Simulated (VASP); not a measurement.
Here is a VASP 6.6.1 calculation.

The input POSCAR:

```
P
1.0
    2.4373467002      0.0000000000      0.0000000000
    0.0000000000      2.4373467002      0.0000000000
    0.0000000000      0.0000000000      2.4373467002
P
1
Direct
    0.0000000000      0.0000000000      0.0000000000
```

INCAR.step1

```
SYSTEM = P
PREC = Accurate ; ENCUT = 520
ISMEAR = 0 ; SIGMA = 0.1
LREAL = .FALSE. ; LASPH = .TRUE.
NELM = 100 ; NBANDS = 8
GGA = PE ; ALGO = Normal
EDIFF = 1E-4 ; LWAVE = .TRUE.
LCHARG = .FALSE.
```

The input INCAR.step2:

```
SYSTEM = P
PREC = Accurate ; ENCUT = 520
EDIFF = 1E-7 ; ISMEAR = 0
SIGMA = 0.1 ; LREAL = .FALSE.
LASPH = .TRUE. ; NELM = 100
ALGO = Normal ; ISIF = 2
LWAVE = .FALSE. ; LCHARG = .FALSE.
METAGGA = R2SCAN ; LMIXTAU = .TRUE.
NBANDS = 8 ; ISTART = 1
```

Contents of KPOINTS:

```
Automatic mesh
0
G
  22 22 22
  0 0 0
```

Potentials or basis: VASP PAW PBE potentials, release 64 (P).

Run with:

```bash
$ cat potpaw_PBE.64/P/POTCAR > POTCAR
$ cp INCAR.step1 INCAR
$ mpirun -np 1 vasp_std > vasp.out
$ cp INCAR.step2 INCAR
$ mpirun -np 1 vasp_std > vasp.out
```

(1) What does it give for the band gap on the k mesh?

(2) What does it give for the pressure?

## Answers

(1) zero (an odd number of electrons rules out a gap without spin polarisation).

(2) -0.7 GPa.

Caveat: the PAW data sets were made with another functional, which shifts forces and pressure a little; an odd number of electrons without spin polarisation forces a metal; a magnetic or distorted state may lie lower.
